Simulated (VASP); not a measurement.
# CaSe (F-43m) in VASP: further runs

Aim: see how the results for CaSe move with the level of theory and the settings. Levels: PBE, LDA, PBEsol. Tasks: single point.

Program: VASP 6.6.1. These are calculated values, not measurements. Logs are shortened: lines on timing, memory, paths and dates and some standing lists are left out, and cuts for length are marked.

**1. The cell of the first run**

Symmetry: F-43m, No. 216, cubic system. Conventional cell: a = 6.559 Å, b = 6.559 Å, c = 6.559 Å, α = 90.00°, β = 90.00°, γ = 90.00°. Within 3.7 Å of Ca (site symmetry -43m) lie 4 Se at 2.84 Å. Within 3.7 Å of Se (site symmetry -43m) lie 4 Ca at 2.84 Å.

**2. Single point, PBE**

File INCAR:

```
SYSTEM = CaSe
ALGO     = Normal         ! electronic algorithm
EDIFF    = 1E-6           ! SCF threshold, eV
ENCUT    = 520            ! plane-wave cutoff, eV
GGA      = PE             ! functional
ISIF     = 2              ! what is computed and relaxed
ISMEAR   = 0              ! smearing method
LASPH    = .True.         ! aspherical terms in the spheres
LCHARG   = .False.        ! write CHGCAR
LREAL    = .False.        ! projectors in reciprocal space
LWAVE    = .False.        ! write WAVECAR
NBANDS   = 15             ! bands
NELM     = 80             ! most SCF steps
PREC     = Accurate       ! precision mode
SIGMA    = 0.01           ! smearing width, eV
```

File KPOINTS:

```
k-points
0
Gamma
  4 4 4
  0 0 0
```

File POSCAR:

```
CaSe
1.0
    0.0000000000      3.2795613671      3.2795613671
    3.2795613671      0.0000000000      3.2795613671
    3.2795613671      3.2795613671      0.0000000000
Ca Se
1 1
Direct
    0.0000000000      0.0000000000      0.0000000000
    0.2500000000      0.2500000000      0.2500000000
```

Potentials or basis: VASP PAW PBE potentials, release 64 (Ca_sv, Se).

Started as:

```console
$ cat potpaw_PBE.64/Ca_sv/POTCAR potpaw_PBE.64/Se/POTCAR > POTCAR
$ mpirun -np 1 vasp_std > vasp.out
```

OUTCAR:

```text
SYSTEM = CaSe
   EDIFF = 1E-6
   ENCUT = 520
   GGA = PE
   ISIF = 2
   ISMEAR = 0
   LASPH = .True.
   LREAL = .False.
   NELM = 80
   PREC = Accurate

 ion  position               nearest neighbor table
   1  0.000  0.000  0.000-   2 2.84   2 2.84   2 2.84   2 2.84
   2  0.250  0.250  0.250-   1 2.84   1 2.84   1 2.84   1 2.84

  LATTYP: Found a face centered cubic cell.
 ALAT       =     6.5591227342

  Lattice vectors:

 A1 = (   0.0000000000,   3.2795613671,   3.2795613671)
 A2 = (   3.2795613671,   0.0000000000,   3.2795613671)
 A3 = (   3.2795613671,   3.2795613671,   0.0000000000)

Analysis of symmetry for initial positions (statically):
=====================================================================
 Subroutine PRICEL returns:
 Original cell was already a primitive cell.

 Routine SETGRP: Setting up the symmetry group for a
 face centered cubic supercell.

 Subroutine GETGRP returns: Found 24 space group operations
 (whereof 24 operations were pure point group operations)
 out of a pool of 48 trial point group operations.

The static configuration has the point symmetry T_d .

Analysis of symmetry for dynamics (positions and initial velocities):
=====================================================================
 Subroutine PRICEL returns:
 Original cell was already a primitive cell.

 Routine SETGRP: Setting up the symmetry group for a
 face centered cubic supercell.

 Subroutine GETGRP returns: Found 24 space group operations
 (whereof 24 operations were pure point group operations)
 out of a pool of 48 trial point group operations.

The dynamic configuration has the point symmetry T_d .

 Subroutine INISYM returns: Found 24 space group operations
 (whereof 24 operations are pure point group operations),
 and found     1 'primitive' translations

----------------------------------------------------------------------------------------

                                     Primitive cell

  volume of cell :      70.5468

  direct lattice vectors                    reciprocal lattice vectors
     0.000000000  3.279561367  3.279561367    -0.152459413  0.152459413  0.152459413
     3.279561367  0.000000000  3.279561367     0.152459413 -0.152459413  0.152459413
     3.279561367  3.279561367  0.000000000     0.152459413  0.152459413 -0.152459413

  length of vectors
     4.638000164  4.638000164  4.638000164     0.264067449  0.264067449  0.264067449

  position of ions in fractional coordinates (direct lattice)
     0.000000000  0.000000000  0.000000000
     0.250000000  0.250000000  0.250000000

  ion indices of the primitive-cell ions
   primitive index   ion index
                 1           1
                 2           2

----------------------------------------------------------------------------------------

 KPOINTS: k-points

Automatic generation of k-mesh.
 Grid dimensions read from file:
 generate k-points for:    4    4    4

 Generating k-lattice:

  Cartesian coordinates                     Fractional coordinates (reciprocal lattice)
    -0.038114853  0.038114853  0.038114853     0.250000000  0.000000000  0.000000000
     0.038114853 -0.038114853  0.038114853     0.000000000  0.250000000  0.000000000
     0.038114853  0.038114853 -0.038114853     0.000000000  0.000000000  0.250000000

  Length of vectors
     0.066016862  0.066016862  0.066016862

  Shift w.r.t. Gamma in fractional coordinates (k-lattice)
     0.000000000  0.000000000  0.000000000

 Subroutine IBZKPT returns following result:
 ===========================================

 Found      8 irreducible k-points:

 Following reciprocal coordinates:
            Coordinates               Weight
  0.000000  0.000000  0.000000      1.000000
  0.250000  0.000000  0.000000      8.000000
  0.500000  0.000000  0.000000      4.000000
  0.250000  0.250000  0.000000      6.000000
  0.500000  0.250000  0.000000     24.000000
 -0.250000  0.250000  0.000000     12.000000
  0.500000  0.500000  0.000000      3.000000
 -0.250000  0.500000  0.250000      6.000000
   k-points           NKPTS =      8   k-points in BZ     NKDIM =      8   number of bands    NBANDS=     15
   number of dos      NEDOS =    301   number of ions     NIONS =      2
   total plane-waves  NPLWV =  46656
   dimension x,y,z NGX =    36 NGY =   36 NGZ =   36
   dimension x,y,z NGXF=    72 NGYF=   72 NGZF=   72
   ions per type =               1   1
   NGX,Y,Z   is equivalent  to a cutoff of  12.90, 12.90, 12.90 a.u.
   NGXF,Y,Z  is equivalent  to a cutoff of  25.81, 25.81, 25.81 a.u.
 SYSTEM =  CaSe
   PREC   = accura    normal or accurate (medium, high low for compatibility)
   ISTART =      0    job   : 0-new  1-cont  2-samecut
   ICHARG =      2    charge: 1-file 2-atom 10-const
   ISPIN  =      1    spin polarized calculation?
   LNONCOLLINEAR =      F non collinear calculations
   LSORBIT =      F    spin-orbit coupling
   LASPH  =      T    aspherical Exc in radial PAW
   ENCUT  =  520.0 eV  38.22 Ry    6.18 a.u.   8.62  8.62  8.62*2*pi/ulx,y,z
   NELM   =     80;   NELMIN=  2; NELMDL= -5     # of ELM steps
   EDIFF  = 0.1E-05   stopping-criterion for ELM
   LREAL  =      F    real-space projection
   EDIFFG = 0.1E-04   stopping-criterion for IOM
   NSW    =      0    number of steps for IOM
   IBRION =     -1    ionic relax: 0-MD 1-quasi-New 2-CG
   NFREE  =      0    steps in history (QN), initial steepest desc. (CG)
   ISIF   =      2    stress and relaxation
   ISYM   =      2    0-nonsym 1-usesym 2-fastsym
   POTIM  = 0.5000    time-step for ionic-motion
   TEBEG  =    0.0;   TEEND  =   0.0 temperature during run
   PSTRESS=    0.0 pullay stress
   NELECT =      16.0000    total number of electrons
   NUPDOWN=      -1.0000    fix difference up-down
   EMIN   =  10.00;   EMAX   =-10.00  energy-range for DOS
   EFERMI =   0.00;   METHOD = LEGACY
   ISMEAR =     0;   SIGMA  =   0.01  broadening in eV -4-tet -1-fermi 0-gaus
   EFERMI_NEDOS =   21; number of points for ismear=-14 and -15
   IALGO  =     38    algorithm
   IMIX   =      4    mixing-type and parameters
     AMIX     =   0.40;   BMIX     =  1.00
     AMIX_MAG =   1.60;   BMIX_MAG =  1.00
  volume/ion in A,a.u.               =      35.27       238.04
  Fermi-wavevector in a.u.,A,eV,Ry     =   0.998364  1.886635 13.561354  0.996731
  Thomas-Fermi vector in A             =   2.130583
   LORBIT       =      0    0 simple, 1 ext, 2 COOP (PROOUT), +10 PAW based schemes
   GGA     = PE    functional components
   LHFCALC =     F    Hartree Fock is set to
   AEXX    =    0.0000 exact exchange contribution
   IVDW    =     0    specifies the selected vdW correction
   LEPSILON=     F    determine dielectric tensor
   LRPA    =     F    only Hartree local field effects (RPA)
 non-spin polarized calculation
 Gauss-broadening in eV      SIGMA  =   0.01
  energy-cutoff  :      520.00
  volume of cell :       70.55
 maximum number of plane-waves:      1924
 NGX is ok and might be reduce to    36
   NGX = 17   NGY = 17   NGZ = 17

 number of electron      16.0000003 magnetization

 Free energy of the ion-electron system (eV)
  ---------------------------------------------------
  ext. energy  EPLUGINS =         0.00000000
  ---------------------------------------------------
  free energy    TOTEN  =        -8.96647559 eV

  energy without entropy =       -8.96647559  energy(sigma->0) =       -8.96647559

 E-fermi :  -0.2036     XC(G=0):  -7.6202

 val. band max:       -0.2999772432   @ k =  -0.2500   0.2500   0.0000
 cond. band min:       2.9021469887   @ k =   0.0000   0.0000   0.0000
 fundamental gap:      3.2021242319
 Fermi energy:        -0.2036221205

 k-point     1 :       0.0000    0.0000    0.0000
  band No.  band energies     occupation
      1     -39.3599      2.00000
      2     -20.3771      2.00000
      3     -20.3771      2.00000
      4     -20.3771      2.00000
      5     -10.6294      2.00000
      6      -0.3976      2.00000
      7      -0.3976      2.00000
      8      -0.3976      2.00000
      9       2.9021      0.00000
     10       5.0777      0.00000
     11       5.0777      0.00000
     12       7.0960      0.00000
     13       7.0960      0.00000
     14       7.0960      0.00000
     15       8.7936      0.00000

 k-point     2 :       0.2500    0.0000    0.0000
  band No.  band energies     occupation
      1     -39.3590      2.00000
      2     -20.3996      2.00000
      3     -20.3798      2.00000
      4     -20.3798      2.00000
      5     -10.5008      2.00000
      6      -1.0935      2.00000
      7      -0.3525      2.00000
      8      -0.3525      2.00000
      9       4.2841      0.00000
     10       4.9284      0.00000
     11       4.9284      0.00000
     12       6.1978      0.00000
     13       6.8750      0.00000
     14       6.8750      0.00000
     15       7.7842      0.00000

 k-point     3 :       0.5000    0.0000    0.0000
  band No.  band energies     occupation
      1     -39.3581      2.00000
      2     -20.4219      2.00000
      3     -20.3826      2.00000
      4     -20.3826      2.00000
      5     -10.3701      2.00000
      6      -1.5186      2.00000
      7      -0.3173      2.00000
      8      -0.3173      2.00000
      9       4.7867      0.00000
     10       5.1954      0.00000
     11       5.1954      0.00000
     12       5.5364      0.00000
     13       6.0671      0.00000
     14       6.0671      0.00000
     15       8.5907      0.00000
[... 55 lines left out ...]
 k-point     7 :       0.5000    0.5000    0.0000
  band No.  band energies     occupation
      1     -39.3576      2.00000
      2     -20.4245      2.00000
      3     -20.3903      2.00000
      4     -20.3903      2.00000
      5     -10.2864      2.00000
      6      -1.5452      2.00000
      7      -0.3368      2.00000
      8      -0.3368      2.00000
      9       3.2426      0.00000
     10       4.6823      0.00000
     11       5.8044      0.00000
     12       5.8044      0.00000
     13       5.8305      0.00000
     14       7.7256      0.00000
     15       9.0459      0.00000

 k-point     8 :      -0.2500    0.5000    0.2500
  band No.  band energies     occupation
      1     -39.3576      2.00000
      2     -20.4185      2.00000
      3     -20.3963      2.00000
      4     -20.3904      2.00000
      5     -10.2866      2.00000
      6      -1.0132      2.00000
      7      -0.9970      2.00000
      8      -0.4005      2.00000
      9       3.4700      0.00000
     10       4.6860      0.00000
     11       5.5953      0.00000
     12       5.9230      0.00000
     13       6.5185      0.00000
     14       8.4541      0.00000
     15       8.6581      0.00000

------------------------ aborting loop because EDIFF is reached ----------------------------------------

  FORCE on cell =-STRESS in cart. coord.  units (eV):
  Direction    XX          YY          ZZ          XY          YZ          ZX
  --------------------------------------------------------------------------------------
  -------------------------------------------------------------------------------------
  Total        0.2451824      0.2451824      0.2451824      0.0000000      0.0000000     -0.0000000
  in kB        5.5682994      5.5682994      5.5682994      0.0000000      0.0000000     -0.0000000
  external PRESSURE =       5.5682994 kB  Pullay stress =       0.0000000 kB

 VOLUME and BASIS-vectors are now :
 -----------------------------------------------------------------------------
  energy-cutoff  :      520.00
  volume of cell :       70.55
      direct lattice vectors                 reciprocal lattice vectors
     0.000000000  3.279561367  3.279561367    -0.152459413  0.152459413  0.152459413
     3.279561367  0.000000000  3.279561367     0.152459413 -0.152459413  0.152459413
     3.279561367  3.279561367  0.000000000     0.152459413  0.152459413 -0.152459413

 POSITION                                       TOTAL-FORCE (eV/Angst)
 -----------------------------------------------------------------------------------
      0.00000      0.00000      0.00000        -0.000000     -0.000000      0.000000
      1.63978      1.63978      1.63978         0.000000      0.000000     -0.000000
 -----------------------------------------------------------------------------------
    total drift:                                0.000000      0.000000      0.000000

  FREE ENERGIE OF THE ION-ELECTRON SYSTEM (eV)
  ---------------------------------------------------
  free  energy   TOTEN  =        -8.9664755948 eV

  energy  without entropy=       -8.9664755948  energy(sigma->0) =       -8.96647559
```

Wall time 6.3 s (1 thread of Intel Xeon 6975P-C (Granite Rapids), shared host); peak memory 0.2 GiB.

What came out:

| Property | Result |
| --- | --- |
| Free energy | -8.9665 eV |
| Pressure | 0.6 GPa |
| Band gap on the k mesh | 3.20 eV (least direct gap 3.30 eV) |

A k mesh can miss the band edges.

**3. Single point, LDA**

This run uses another cell than the first one, of 33.04 Å³/atom.

File INCAR:

```
SYSTEM = CaSe
PREC = Accurate
ENCUT = 520
EDIFF = 1E-7
ISMEAR = -1
SIGMA = 0.02
LREAL = .False.
LASPH = .True.
NELM = 100
ALGO = Normal
ISIF = 2
LWAVE = .False.
LCHARG = .False.
GGA = CA
NBANDS = 15
```

File KPOINTS:

```
regular mesh
0
Gamma
  6 6 6
  0 0 0
```

File POSCAR:

```
CaSe
1.0
    0.0000000000      3.2089823227      3.2089823227
    3.2089823227      0.0000000000      3.2089823227
    3.2089823227      3.2089823227      0.0000000000
Ca Se
1 1
Direct
    0.0000000000      0.0000000000      0.0000000000
    0.2500000000      0.2500000000      0.2500000000
```

Potentials or basis: VASP PAW LDA potentials, release 64 (Ca_sv, Se).

Started as:

```console
$ cat potpaw_LDA.64/Ca_sv/POTCAR potpaw_LDA.64/Se/POTCAR > POTCAR
$ mpirun -np 1 vasp_std > vasp.out
```

OUTCAR:

```text
SYSTEM = CaSe
   PREC = Accurate
   ENCUT = 520
   EDIFF = 1E-7
   ISMEAR = -1
   LREAL = .False.
   LASPH = .True.
   NELM = 100
   ISIF = 2
   GGA = CA

 ion  position               nearest neighbor table
   1  0.000  0.000  0.000-   2 2.78   2 2.78   2 2.78   2 2.78
   2  0.250  0.250  0.250-   1 2.78   1 2.78   1 2.78   1 2.78

  LATTYP: Found a face centered cubic cell.
 ALAT       =     6.4179646454

  Lattice vectors:

[... 463 lines left out ...]

------------------------ aborting loop because EDIFF is reached ----------------------------------------

  FORCE on cell =-STRESS in cart. coord.  units (eV):
  Direction    XX          YY          ZZ          XY          YZ          ZX
  --------------------------------------------------------------------------------------
  -------------------------------------------------------------------------------------
  Total        0.0758182      0.0758182      0.0758182     -0.0000000     -0.0000000      0.0000000
  in kB        1.8380276      1.8380276      1.8380276     -0.0000000     -0.0000000      0.0000000
  external PRESSURE =       1.8380276 kB  Pullay stress =       0.0000000 kB

 VOLUME and BASIS-vectors are now :
 -----------------------------------------------------------------------------
  energy-cutoff  :      520.00
  volume of cell :       66.09
      direct lattice vectors                 reciprocal lattice vectors
     0.000000000  3.208982323  3.208982323    -0.155812638  0.155812638  0.155812638
     3.208982323  0.000000000  3.208982323     0.155812638 -0.155812638  0.155812638
     3.208982323  3.208982323  0.000000000     0.155812638  0.155812638 -0.155812638

 POSITION                                       TOTAL-FORCE (eV/Angst)
 -----------------------------------------------------------------------------------
      0.00000      0.00000      0.00000         0.000000      0.000000      0.000000
      1.60449      1.60449      1.60449        -0.000000     -0.000000     -0.000000
 -----------------------------------------------------------------------------------
    total drift:                               -0.000000     -0.000000     -0.000000

  FREE ENERGIE OF THE ION-ELECTRON SYSTEM (eV)
  ---------------------------------------------------
  free  energy   TOTEN  =        -9.8597527995 eV

  energy  without entropy=       -9.8597527995  energy(sigma->0) =       -9.85975280
```

stdout:

```text
POSCAR found type information on POSCAR CaSe
 POSCAR found :  2 types and       2 ions
 scaLAPACK will be used
 LDA part: xc-table for (Slater(with rela. corr.)+CA(PZ))
 , standard interpolation
 POSCAR, INCAR and KPOINTS ok, starting setup
 FFT: planning ... GRIDC
 FFT: planning ... GRID_SOFT
 FFT: planning ... GRID
 WAVECAR not read
 entering main loop
```

Wall time 7.6 s (1 thread of Intel Xeon 6975P-C (Granite Rapids), shared host); peak memory 0.18 GiB.

Results:

```
Free energy            : -9.8598 eV
Pressure               : 0.2 GPa
Band gap on the k mesh : 3.15 eV (least direct gap 3.28 eV)
```

**4. Single point, PBEsol**

This run uses another cell than the first one, of 34.37 Å³/atom.

File INCAR:

```
PREC = Accurate ; ENCUT = 520
EDIFF = 1E-6 ; ISMEAR = -1
SIGMA = 0.02 ; LREAL = False
LASPH = True ; NELM = 100
ALGO = Normal ; ISIF = 2
LWAVE = False ; LCHARG = False
GGA = PS ; NBANDS = 15
```

File KPOINTS:

```
regular mesh
0
Gamma
  6 6 6
```

File POSCAR:

```
CaSe
1.0
    0.0000000000      3.2514578096      3.2514578096
    3.2514578096      0.0000000000      3.2514578096
    3.2514578096      3.2514578096      0.0000000000
Ca Se
1 1
Direct
    0.0000000000      0.0000000000      0.0000000000
    0.2500000000      0.2500000000      0.2500000000
```

Potentials or basis: VASP PAW PBE potentials, release 64 (Ca_sv, Se).

Started as:

```console
$ cat potpaw_PBE.64/Ca_sv/POTCAR potpaw_PBE.64/Se/POTCAR > POTCAR
$ mpirun -np 1 vasp_std > vasp.out
```

It took 8.2 s on 1 thread of Intel Xeon 6975P-C (Granite Rapids), shared host; peak memory 0.2 GiB.

The run converged. Its results:

| Property | Result |
| --- | --- |
| Free energy | -9.4277 eV |
| Pressure | 0.1 GPa |
| Band gap on the k mesh | 3.14 eV (least direct gap 3.24 eV) |

Levels at points of the mesh, in eV from the valence-band top:
```tsv
k point	band 4	band 5	band 6	band 7	band 8	band 9	band 10	band 11	band 12	band 13
(0.00, 0.00, 0.00)	-19.85	-10.37	-0.10	-0.10	-0.10	3.14	5.42	5.42	7.54	7.54
(0.50, 0.00, 0.00)	-19.86	-10.09	-1.28	-0.02	-0.02	5.08	5.53	5.53	5.84	6.46
(0.50, 0.50, 0.00)	-19.87	-9.99	-1.30	-0.03	-0.03	3.45	4.99	6.19	6.19	6.21
```

Caveat: the PAW data sets were made with another functional, which shifts forces and pressure a little. A k mesh can miss the band edges.

(Continued in part 2 of 2.)
